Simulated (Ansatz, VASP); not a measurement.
ReBi in VASP and in Ansatz

File INCAR:

```
SYSTEM = ReBi
PREC = Accurate ; ENCUT = 520
EDIFF = 1E-7 ; ISMEAR = -1
SIGMA = 0.05 ; LREAL = .FALSE.
LASPH = .TRUE. ; NELM = 80
ALGO = Normal ; ISIF = 2
LWAVE = .FALSE. ; LCHARG = .FALSE.
GGA = PE ; NBANDS = 18
```

KPOINTS

```
regular mesh
0
G
  11 11 11
  0 0 0
```

POSCAR

```
ReBi
1.0
    3.0150984184      0.0000000000      0.0000000000
    0.0000000000      3.0150984184      0.0000000000
    0.0000000000      0.0000000000      3.0150984184
Re Bi
1 1
Direct
    0.0000000000      0.0000000000      0.0000000000
    0.5000000000      0.5000000000      0.5000000000
```

Input for Ansatz:

```yaml
crystal:
  lattice:
    - [3.0150984184, 0.0, 0.0]
    - [0.0, 3.0150984184, 0.0]
    - [0.0, 0.0, 3.0150984184]
  atoms:
    - { symbol: Re, position: [0.0, 0.0, 0.0] }
    - { symbol: Bi, position: [0.5, 0.5, 0.5] }
kpoints:
  mp_grid: { grid: [11, 11, 11] }
scf:
  occupations: { method: fermi_dirac, width: 0.05 }
hamiltonian:
  xc: pbe
  pseudopotentials: { kind: all_electron, lapw: { basis_error: 0.001 } }
output:
  forces: true
  stress: true
  eigenvalues: true
  populations: true
```

Change from the starting cell: volume scaled by 0.7, LAPW.

Alike in both runs: task single point; functional PBE; k mesh 11 × 11 × 11; occupations fermi-dirac, width 0.05 eV; no spin polarisation.

```csv
,VASP,Ansatz
version,VASP 6.6.1,Ansatz 0.2.0
potentials or method,"VASP PAW PBE potentials, release 64 (Re, Bi_d), cutoff 520 eV","all-electron LAPW, scalar-relativistic"
```

```tsv
	VASP	Ansatz	Ansatz less VASP
pressure (GPa)	137.0	133.1	-3.99
```

Both programs put the cell under a high pressure, so it lies far from rest at this level. Ansatz ran all-electron here, and VASP with PAW potentials.

Neither program's run includes spin-orbit coupling. Noted on VASP's run: the cell as given lies far from equilibrium.
